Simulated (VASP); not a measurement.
**CsSnI3: relaxation of cell and atoms with LDA**

Crystal: CsSnI3.

```
Cs Sn I
1.0
     6.29984    0.00000    0.00000
     0.00000    6.29984    0.00000
     0.00000    0.00000    6.29984
Cs Sn I
1 1 3
Direct
  0.00000 0.00000 0.00000
  0.50000 0.50000 0.50000
  0.00000 0.50000 0.50000
  0.50000 0.00000 0.50000
  0.50000 0.50000 0.00000
```

```yaml
Program: VASP 6.6.1
Task: relaxation of cell and atoms
Functional: LDA
Potentials_or_basis: VASP PAW LDA potentials, release 64 (Cs_sv, Sn_d, I)
Cutoff: 600 eV
k_mesh: 4 × 4 × 4
Occupations: fermi-dirac, width 0.02 eV
Spin: no spin polarisation
Dipole_correction: no
Further_INCAR_settings: ALGO = Normal; EDIFF = 1e-06; IBRION = 2; EDIFFG = -0.005; NSW = 80; ISIF = 3
```

```
Relaxed volume                         : 44.30 Å³/atom
Relaxed cell                           : a = 6.051 Å, b = 6.051 Å, c = 6.051 Å, α = 90.00°, β = 90.00°, γ = 90.00°
Space group after relaxing (to 0.05 Å) : Pm-3m (No. 221)
Energy gained by relaxing              : 36.0 meV/atom
Ionic steps                            : 4
Pressure after relaxing                : 0.0 GPa
Band gap on the k mesh                 : zero (filled and empty bands touch)
```

Step by step:
| step | energy change (eV) | largest force (eV/Å) | pressure (GPa) | volume (Å³) |
| --- | --- | --- | --- | --- |
| 1 | 0.0000 | 0.0000 | -1.87 | 250.03 |
| 2 | -0.1639 | 0.0000 | -0.61 | 229.50 |
| 3 | -0.1796 | 0.0000 | -0.07 | 222.45 |
| 4 | -0.1798 | 0.0000 | 0.01 | 221.51 |

Final structure:
```yaml
crystal:
  lattice:
    - [6.05061, 0.00000, 0.00000]
    - [0.00000, 6.05061, 0.00000]
    - [0.00000, 0.00000, 6.05061]
  atoms:
    - { symbol: Cs, position: [0.00000, 0.00000, 0.00000] }
    - { symbol: Sn, position: [0.50000, 0.50000, 0.50000] }
    - { symbol: I, position: [0.00000, 0.50000, 0.50000] }
    - { symbol: I, position: [0.50000, 0.00000, 0.50000] }
    - { symbol: I, position: [0.50000, 0.50000, 0.00000] }
```

Levels at points of the mesh, in eV from the Fermi level:
```
           k point  band 20  band 21  band 22  band 23  band 24  band 25
(0.00, 0.00, 0.00)    -2.49    -2.49    -2.49     1.65     2.49     2.49
(0.50, 0.00, 0.00)    -2.66    -2.66    -1.71     0.84     3.39     3.45
(0.50, 0.50, 0.00)    -2.85    -2.02    -0.81     0.52     0.52     3.76
(0.50, 0.50, 0.50)    -1.99    -1.99     0.01     0.01     0.01     0.10
```

Wall time 4 min on 1 thread of Intel Xeon 6975P-C, with other jobs on the host, peak memory 0.34 GiB.

Caveat: spin-orbit coupling is left out, which moves the levels of the heavy elements; the volume moved by -11 % from the deposited cell, more than functionals usually miss. Zero-point motion and thermal expansion aren't in these numbers.
